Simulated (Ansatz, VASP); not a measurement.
**One calculation of Pb, two programs**

```
Pb
1.0
     5.55105    0.00000    0.00000
    -2.77552    4.80735    0.00000
     0.00000    0.00000    2.99420
Pb
2
Direct
  0.33333 0.66667 0.00000
  0.66667 0.33333 0.00000
```

Alike in both runs: functional PBE; dispersion D3(BJ); k mesh 6 × 6 × 4; occupations gaussian, width 0.1 eV; no spin polarisation.

Ansatz relaxed the structure, and its values are those at the end. VASP's run is a single point on that final structure, the one shown.

|  | VASP | Ansatz |
| --- | --- | --- |
| version | VASP 6.6.1 | Ansatz 0.2.0 |
| potentials or method | VASP PAW PBE potentials, release 64 (Pb_d), cutoff 520 eV | scalar-relativistic, plane waves, PAW |
| valence electrons in the cell | 28 | 28 |

|  | VASP | Ansatz | Ansatz less VASP |
| --- | --- | --- | --- |
| gap on the k mesh at the Fermi level (eV) | none | none | - |
| pressure (GPa) | 0.1 | 0.1 | +0.06 |

A gap of «none» marks a metal or a gap that the smearing closes.

The k mesh is coarse, so the values compare programs but aren't converged. Neither program's run includes spin-orbit coupling.
